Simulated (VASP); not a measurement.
## Ga8P8H (a cell with a defect): single point with PBE

System: Ga8P8H (a cell with a defect).

```
Ga P H
1.0
     0.00000    5.50512   -5.50512
     5.50512    5.50512    0.00000
     5.50512    0.00000   -5.50512
Ga P H
8 8 1
Direct
  0.51150 0.49522 0.00160
  0.48404 0.98412 0.01629
  0.02338 0.52341 0.97699
  0.99527 0.01152 0.00161
  0.51151 0.49521 0.49245
  0.50060 0.00061 0.49976
  0.99924 0.49924 0.50115
  0.99525 0.01153 0.49237
  0.37548 0.37452 0.37538
  0.36929 0.86926 0.38694
  0.88422 0.38426 0.35766
  0.87452 0.87548 0.37538
  0.41072 0.36028 0.86488
  0.36929 0.86927 0.87524
  0.88421 0.38426 0.87463
  0.86018 0.91095 0.86481
  0.67900 0.17837 0.82169
```

| Quantity | Value |
| --- | --- |
| Program | VASP 6.6.1 |
| Task | single point |
| Functional | PBE |
| Potentials or basis | VASP PAW PBE potentials, release 64 (Ga_d, P, H) |
| Cutoff | 520 eV |
| k mesh | 2 × 2 × 2 |
| Occupations | gaussian, width 0.02 eV |
| Spin | no spin polarisation |
| Dipole correction | no |
| Further INCAR settings | LREAL = Auto; ALGO = Normal; EDIFF = 1e-06; NBANDS = 86 |

The pressure is 1.2 GPa. The largest force is 0.006 eV/Å and the band gap on the k mesh is zero (an odd number of electrons rules out a gap without spin polarisation).

Forces on the atoms (eV/Å):
```
Ga  -0.002  0.000 -0.001
Ga   0.000 -0.005  0.000
Ga   0.000  0.004  0.000
Ga   0.001  0.000  0.002
Ga  -0.001  0.000 -0.001
Ga   0.000  0.002  0.000
Ga   0.000 -0.003  0.000
Ga   0.001  0.000  0.001
P    0.000  0.000 -0.002
P    0.000  0.003  0.000
P    0.002 -0.002 -0.002
P    0.002  0.000  0.000
P   -0.003  0.003 -0.003
P    0.000  0.001  0.000
P   -0.003 -0.003  0.003
P    0.003  0.003  0.003
H    0.000 -0.001  0.000
```

Stress tensor (GPa, compression positive):
```
 1.20  0.00 -0.03
 0.00  1.12  0.00
-0.03  0.00  1.20
```

Levels at points of the mesh, in eV from the Fermi level:
```csv
k point,band 70,band 71,band 72,band 73,band 74,band 75
"(0.00, 0.00, 0.00)",-0.73,-0.49,-0.45,-0.14,1.03,1.10
"(0.50, 0.00, 0.00)",-1.17,-1.01,-1.01,0.64,1.62,1.69
"(0.00, 0.50, 0.00)",-1.17,-1.01,-1.01,0.63,1.62,1.69
"(0.00, 0.00, 0.50)",-1.13,-1.10,-1.02,-0.10,1.54,1.63
"(0.50, 0.50, 0.50)",-1.13,-1.10,-1.02,-0.10,1.54,1.63
"(0.50, 0.50, 0.00)",-1.58,-1.57,-1.52,-0.14,1.70,2.13
"(0.00, 0.50, 0.50)",-1.63,-1.58,-1.52,1.05,1.70,2.14
"(0.50, 0.00, 0.50)",-1.63,-1.58,-1.52,1.05,1.70,2.14
```

Run time: 4.8 min on 1 thread of Intel(R) Xeon(R) 6975P-C (Granite Rapids), on a shared host, peak memory 0.55 GiB.

Caveat: the k points lie up to 0.49 Å⁻¹ apart, too coarse for converged energies and pressures of a metal.
